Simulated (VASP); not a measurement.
## Cs: single point with PBE

System: Cs, in a box.

```xyz
1
Lattice="10.5000 0.0000 0.0000 0.0000 11.0000 0.0000 0.0000 0.0000 11.5000" Properties=species:S:1:pos:R:3 pbc="T T T"
Cs    5.2500    5.5500    5.7500
```

```yaml
Program: VASP 6.6.1
Task: single point
Functional: PBE
Potentials_or_basis: VASP PAW PBE potentials, release 64 (Cs_sv)
Cutoff: 400 eV
k_mesh: 1 × 1 × 1
Occupations: gaussian, width 0.005 eV
Spin: collinear spin
Starting_moments: "[0.5] μB"
```

The gap between the frontier levels is 0.76 eV, the net moment is 1.00 μB per cell and the valence electrons inside the program's atomic spheres are Cs 6.54.

Levels at points of the mesh, in eV from the valence-band top:
Spin up:
```tsv
k point	band 1	band 2	band 3	band 4	band 5	band 6	band 7	band 8	band 9	band 10
(0.00, 0.00, 0.00)	-24.45	-11.26	-11.26	-11.26	0.00	1.61	1.65	1.67	1.68	1.73
```
Spin down:
| k point | band 1 | band 2 | band 3 | band 4 | band 5 | band 6 | band 7 | band 8 |
| --- | --- | --- | --- | --- | --- | --- | --- | --- |
| (0.00, 0.00, 0.00) | -24.42 | -11.18 | -11.18 | -11.18 | 0.76 | 2.40 | 2.42 | 2.46 |

Wall time 110 s on 1 thread of AMD EPYC 9R45 96-Core Processor (Zen 5), with other jobs on the host, peak memory 1 GiB.

Caveat: spin-orbit coupling is left out, which moves the levels of the heavy elements.
